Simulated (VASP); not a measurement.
Ta3Si3Ag: single point with PBE

Ta3Si3Ag:

```
CELL_PARAMETERS angstrom
4.96629 0.00000 0.00000
0.00000 4.96629 0.00000
0.00000 0.00000 4.96629
ATOMIC_POSITIONS crystal
Ta 0.00000 0.50000 0.50000
Ta 0.50000 0.50000 0.00000
Ta 0.50000 0.00000 0.50000
Si 0.00000 0.50000 0.00000
Si 0.50000 0.00000 0.00000
Si 0.00000 0.00000 0.50000
Ag 0.50000 0.50000 0.50000
```

The cell was generated, and may not be a known phase.

```json
{
  "Program": "VASP 6.6.1",
  "Task": "single point",
  "Functional": "PBE",
  "Potentials or basis": "VASP PAW PBE potentials, release 64 (Ta_pv, Si, Ag)",
  "Cutoff": "520 eV",
  "k mesh": "4 × 4 × 4",
  "Occupations": "gaussian, width 0.1 eV",
  "Spin": "no spin polarisation"
}
```

- Pressure: 26.7 GPa
- Band gap on the k mesh: zero (bands 28 and 29 overlap by 1.62 eV)

Levels at points of the mesh, in eV from the Fermi level:
```csv
k point,band 24,band 25,band 26,band 27,band 28,band 29,band 30,band 31,band 32,band 33
"(0.00, 0.00, 0.00)",-0.77,0.76,0.76,0.76,0.77,0.77,0.77,1.24,1.24,1.30
"(0.50, 0.00, 0.00)",-1.95,-0.76,-0.34,-0.06,-0.03,0.05,0.05,0.70,0.70,1.28
"(0.50, 0.50, 0.00)",-1.99,-1.97,-1.09,-1.09,-0.85,-0.85,1.00,1.33,2.80,2.80
"(0.50, 0.50, 0.50)",-3.04,-2.57,-0.99,-0.99,-0.99,0.45,0.45,2.46,2.46,2.46
```

Run time: 22 s on 1 thread of Intel(R) Xeon(R) 6975P-C (Granite Rapids), with other jobs on the host, peak memory 0.26 GiB.

Caveat: the cell stands under pressure; spin-orbit coupling is left out, which moves the levels of the heavy elements.
